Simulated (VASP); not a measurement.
Input of a VASP 6.6.1 run:

Contents of POSCAR:

```
MgO2
1.0
    1.7331418973      1.0006299410      3.2144605649
   -1.7331418973      1.0006299410      3.2144605649
    0.0000000000     -2.0012598819      3.2144605649
Mg O
1 2
Direct
    0.0000000000      0.0000000000      0.0000000000
    0.4287860000      0.4287860000      0.4287860000
    0.5712140000      0.5712140000      0.5712140000
```

File INCAR.step1:

```
PREC     = Accurate       # precision mode
ENCUT    = 520            # plane-wave cutoff, eV
ISMEAR   = 0              # smearing method
SIGMA    = 0.05           # smearing width, eV
LREAL    = False          # projectors in reciprocal space
LASPH    = True           # aspherical terms in the spheres
NELM     = 60             # most SCF steps
NBANDS   = 14             # bands
GGA      = PE             # functional
ALGO     = Normal         # electronic algorithm
EDIFF    = 1E-4           # SCF threshold, eV
LWAVE    = True           # write WAVECAR
LCHARG   = False          # write CHGCAR
```

The input INCAR.step2:

```
PREC     = Accurate       # precision mode
ENCUT    = 520            # plane-wave cutoff, eV
EDIFF    = 1E-6           # SCF threshold, eV
ISMEAR   = 0              # smearing method
SIGMA    = 0.05           # smearing width, eV
LREAL    = False          # projectors in reciprocal space
LASPH    = True           # aspherical terms in the spheres
NELM     = 60             # most SCF steps
ALGO     = Normal         # electronic algorithm
ISIF     = 2              # what is computed and relaxed
LWAVE    = False          # write WAVECAR
LCHARG   = False          # write CHGCAR
METAGGA  = R2SCAN         # meta-GGA
LMIXTAU  = True         
NBANDS   = 14             # bands
ISTART   = 1
```

File KPOINTS:

```
regular mesh
0
Gamma
  12 12 12
```

Potentials or basis: VASP PAW PBE potentials, release 64 (Mg, O).

Launch:

```sh
$ cat potpaw_PBE.64/Mg/POTCAR potpaw_PBE.64/O/POTCAR > POTCAR
$ cp INCAR.step1 INCAR
$ mpirun -np 1 vasp_std > vasp.out
$ cp INCAR.step2 INCAR
$ mpirun -np 1 vasp_std > vasp.out
```

(1) Estimate the largest force.

(2) Predict the pressure.

(3) What does it give for the band gap on the k mesh?

## Answers

(1) 4.527 eV/Å.

(2) -2.0 GPa.

(3) 2.73 eV (least direct gap 3.13 eV).

Caveat: the cell differs from its parent crystal (strain +0.080 along x and y, -0.080 along z); the PAW data sets were made with another functional, which shifts forces and pressure a little.
